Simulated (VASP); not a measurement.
A run of VASP 6.6.1 is set up as follows.

The input INCAR:

```
ALGO = Normal
EDIFF = 1E-7
ENCUT = 520
GGA = PE
ISIF = 2
ISMEAR = 0
IVDW = 12
LASPH = T
LCHARG = F
LREAL = F
LWAVE = F
NBANDS = 14
NELM = 60
PREC = Accurate
SIGMA = 0.15
```

KPOINTS

```
k-points
0
Gamma
  18 18 6
```

File POSCAR:

```
Al
1.0
    2.8129412656      0.0000000000      0.0000000000
   -1.4064706328      2.4360785953      0.0000000000
    0.0000000000      0.0000000000      8.6618900391
Al
4
Direct
    0.0000000000      0.0000000000      0.0000000000
    0.3333333333      0.6666666667      0.2500000000
    0.0000000000      0.0000000000      0.5000000000
    0.6666666667      0.3333333333      0.7500000000
```

Potentials or basis: VASP PAW PBE potentials, release 64 (Al).

Command:

```console
$ cat potpaw_PBE.64/Al/POTCAR > POTCAR
$ mpirun -np 1 vasp_std > vasp.out
```

Q: What does it give for the pressure?

A: 7.0 GPa.

Q: What does it give for the band gap on the k mesh?

A: Zero (bands 6 and 7 overlap by 6.78 eV).

Q: Estimate the dispersion energy per atom.

A: -0.376 eV.

Stress tensor (GPa, compression positive):
```
 4.66  0.00  0.00
 0.00  4.66  0.00
 0.00  0.00 11.63
```

Caveat: the cell stands under pressure.
